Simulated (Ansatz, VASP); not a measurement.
# CO2: VASP beside Ansatz

The input INCAR:

```
SYSTEM = CO2
  PREC = Accurate
  ENCUT = 520
  EDIFF = 1E-6
  ISMEAR = 0
  SIGMA = 0.05
  LREAL = .False.
  LASPH = .True.
  NELM = 100
  ALGO = Normal
  ISIF = 2
  LWAVE = .False.
  LCHARG = .False.
  GGA = PS
  NBANDS = 44
```

KPOINTS

```
regular mesh
0
Gamma
  4 4 4
  0 0 0
```

Contents of POSCAR:

```
CO2
1.0
    6.4379279986      0.0000000000      0.0000000000
    0.0000000000      5.7999351339      0.0000000000
    0.0000000000      0.0000000000      6.6699254040
C O
4 8
Direct
    0.0000000000      0.0000000000      0.0000000000
    0.5000000000      0.0000000000      0.5000000000
    0.5000000000      0.5000000000      0.0000000000
    0.0000000000      0.5000000000      0.5000000000
    0.1161576883      0.1161576883      0.1161576883
    0.3838423117      0.8838423117      0.6161576883
    0.6161576883      0.3838423117      0.8838423117
    0.8838423117      0.6161576883      0.3838423117
    0.8838423117      0.8838423117      0.8838423117
    0.6161576883      0.1161576883      0.3838423117
    0.3838423117      0.6161576883      0.1161576883
    0.1161576883      0.3838423117      0.6161576883
```

Input for Ansatz:

```yaml
crystal:
  lattice:
    - [6.4379279986, 0.0, 0.0]
    - [0.0, 5.7999351339, 0.0]
    - [0.0, 0.0, 6.669925404]
  atoms:
    - { symbol: C, position: [0.0, 0.0, 0.0] }
    - { symbol: C, position: [0.5, 0.0, 0.5] }
    - { symbol: C, position: [0.5, 0.5, 0.0] }
    - { symbol: C, position: [0.0, 0.5, 0.5] }
    - { symbol: O, position: [0.1161576883, 0.1161576883, 0.1161576883] }
    - { symbol: O, position: [0.3838423117, 0.8838423117, 0.6161576883] }
    - { symbol: O, position: [0.6161576883, 0.3838423117, 0.8838423117] }
    - { symbol: O, position: [0.8838423117, 0.6161576883, 0.3838423117] }
    - { symbol: O, position: [0.8838423117, 0.8838423117, 0.8838423117] }
    - { symbol: O, position: [0.6161576883, 0.1161576883, 0.3838423117] }
    - { symbol: O, position: [0.3838423117, 0.6161576883, 0.1161576883] }
    - { symbol: O, position: [0.1161576883, 0.3838423117, 0.6161576883] }
basis:
  ecutwfc: 520.0
kpoints:
  mp_grid: { grid: [4, 4, 4] }
hamiltonian:
  xc: pbesol
scf:
  occupations: { method: gaussian, width: 0.05 }
output:
  forces: true
  stress: true
  eigenvalues: true
  write_density: true
  write_potential: true
  elf: true
  volumetric_format: npy
```

Change from the starting cell: normal strain along x +0.1100, normal strain along z +0.1500.

Alike in both runs: task single point; functional PBEsol; k mesh 4 × 4 × 4; occupations gaussian, width 0.05 eV; no spin polarisation.

|  | VASP | Ansatz |
| --- | --- | --- |
| version | VASP 6.6.1 | Ansatz 0.2.0 |
| potentials or method | VASP PAW PBE potentials, release 64 (C, O), cutoff 520 eV | scalar-relativistic, plane waves, PAW |
| valence electrons in the cell | 64 | 64 |

|  | VASP | Ansatz | Ansatz less VASP |
| --- | --- | --- | --- |
| gap on the k mesh at the Fermi level (eV) | 5.75 | 5.78 | +0.029 |
| least direct gap on the mesh (eV) | 5.75 | 5.78 | +0.029 |
| pressure (GPa) | -16.0 | -16.7 | -0.68 |
| traceless stress, the component that is largest in VASP (GPa) | 2.59 | 2.72 | +0.129 |
| rms of the force components (eV/Å) | 3.384 | 3.567 | +0.1832 |

VASP's potentials were made for PBE, not for PBEsol. Atom by atom the forces differ by 0.183 eV/Å (rms over components). The functional is the same, so the differences come from potentials, cutoffs and numerics.
